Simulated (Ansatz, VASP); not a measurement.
One calculation of HgTe, two programs

```
CELL_PARAMETERS angstrom
0.00000 2.95995 2.95995
2.95995 0.00000 2.95995
2.95995 2.95995 0.00000
ATOMIC_POSITIONS crystal
Hg 0.00000 0.00000 0.00000
Te 0.50000 0.50000 0.50000
```

Change from the starting cell: volume scaled by 1.04, crystal datasets.

Alike in both runs: task electric field gradients; functional LDA; k mesh 10 × 10 × 10; occupations fermi-dirac, width 0.08 eV; no spin polarisation.

|  | VASP | Ansatz |
| --- | --- | --- |
| version | VASP 6.6.1 | Ansatz 0.2.0 |
| potentials or method | VASP PAW LDA potentials, release 64 (Hg, Te), cutoff 400 eV | all-electron PAW with datasets made for the crystal, scalar-relativistic |

```csv
,VASP,Ansatz,Ansatz less VASP
pressure (GPa),1.2,0.8,-0.43
```

LDA's correlation is that of Perdew and Zunger in VASP and of Perdew and Wang (1992) in Ansatz. Ansatz ran all-electron here, and VASP with PAW potentials.

Neither program's run includes spin-orbit coupling.
